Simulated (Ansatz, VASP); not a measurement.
**One calculation of V, two programs**

Contents of INCAR:

```
SYSTEM = V
ALGO     = Normal         ! electronic algorithm
EDIFF    = 1E-7           ! SCF threshold, eV
EDIFFG   = -0.005         ! ionic threshold
ENCUT    = 600            ! plane-wave cutoff, eV
GGA      = PS             ! functional
IBRION   = 2              ! ionic algorithm
ISIF     = 3              ! what is computed and relaxed
ISMEAR   = 0              ! smearing method
LASPH    = .True.         ! aspherical terms in the spheres
LCHARG   = .False.        ! write CHGCAR
LREAL    = .False.        ! projectors in reciprocal space
LWAVE    = .False.        ! write WAVECAR
NELM     = 100            ! most SCF steps
NSW      = 100            ! ionic steps
PREC     = Accurate       ! precision mode
SIGMA    = 0.1            ! smearing width, eV
```

Contents of KPOINTS:

```
k-points
0
Gamma
  18 18 10
  0 0 0
```

File POSCAR:

```
V
1.0
    2.6042941027      0.0000000000      0.0000000000
   -1.3021470513      2.2553848518      0.0000000000
    0.0000000000      0.0000000000      4.7233360000
V
2
Direct
    0.6666666700      0.3333333300      0.7500000000
    0.3333333300      0.6666666700      0.2500000000
```

Input for Ansatz:

```yaml
crystal:
  lattice:
    - [2.6042941027, 0.0, 0.0]
    - [-1.3021470513, 2.2553848518, 0.0]
    - [0.0, 0.0, 4.723336]
  atoms:
    - { symbol: V, position: [0.66666667, 0.33333333, 0.75] }
    - { symbol: V, position: [0.33333333, 0.66666667, 0.25] }
basis:
  ecutwfc: 420
kpoints:
  mp_grid: { grid: [18, 18, 10] }
hamiltonian:
  xc: pbesol
scf:
  occupations: { method: gaussian, width: 0.1 }
output:
  forces: true
  stress: true
  eigenvalues: true
relax:
  adjacent_minimum: "off"
  f_tol: 0.005
  max_steps: 80
  cell: { stress_tol: 0.05 }
```

Alike in both runs: task relaxation of cell and atoms; functional PBEsol; k mesh 18 × 18 × 10; occupations gaussian, width 0.1 eV; no spin polarisation.

|  | VASP | Ansatz |
| --- | --- | --- |
| version | VASP 6.6.1 | Ansatz 0.2.0 |
| potentials or method | VASP PAW PBE potentials, release 64 (V_sv), cutoff 600 eV | scalar-relativistic, plane waves, PAW |
| valence electrons in the cell | 26 | 26 |

|  | VASP | Ansatz | Ansatz less VASP |
| --- | --- | --- | --- |
| gap on the k mesh at the Fermi level, each at its own relaxed structure (eV) | none | none | - |
| relaxed volume (Å³/atom) | 13.32 | 13.32 | -0.006 |
| relaxed length of the cell vector where the two differ most in proportion (Å) | 4.643 | 4.642 | -0.0013 |

VASP's potentials were made for PBE, not for PBEsol. A gap of «none» marks a metal or a gap that the smearing closes.
